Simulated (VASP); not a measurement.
WS3, 4 atoms in the cell. Symmetry: Pm-3m, No. 221, cubic system. The conventional cell has a = 4.640 Å, b = 4.640 Å, c = 4.640 Å, α = 90.00°, β = 90.00°, γ = 90.00°. W (site symmetry m-3m) has 6 S at 2.32 Å within 3.1 Å. Within 3.1 Å of S (site symmetry 4/mmm) lie 2 W at 2.32 Å. 

| Quantity | Value |
| --- | --- |
| Program | VASP 6.6.1 |
| Task | electric field gradients |
| Functional | PBEsol |
| Potentials or basis | VASP PAW PBE potentials, release 64 (W_sv, S) |
| Cutoff | 520 eV |
| k mesh | 10 × 10 × 10 |
| Occupations | fermi-dirac, width 0.15 eV |
| Spin | no spin polarisation |
| Dipole correction | no |
| Further INCAR settings | ALGO = Normal; EDIFF = 1e-08; NBANDS = 24 |

Potentials or basis: VASP PAW PBE potentials, release 64 (W_sv, S).

Command:

```sh
$ cat potpaw_PBE.64/W_sv/POTCAR potpaw_PBE.64/S/POTCAR > POTCAR
$ mpirun -np 1 vasp_std > vasp.out
```

Hardware: 1 thread of Intel(R) Xeon(R) Platinum 8375C CPU @ 2.90GHz (Ice Lake), with other jobs on the host.

Problem. How long does it take, and how much memory?

Solution. It took 110 s on 1 thread of Intel(R) Xeon(R) Platinum 8375C CPU @ 2.90GHz (Ice Lake), on a shared host, peak memory 0.27 GiB. Counts: scf iterations 16, k points 56.
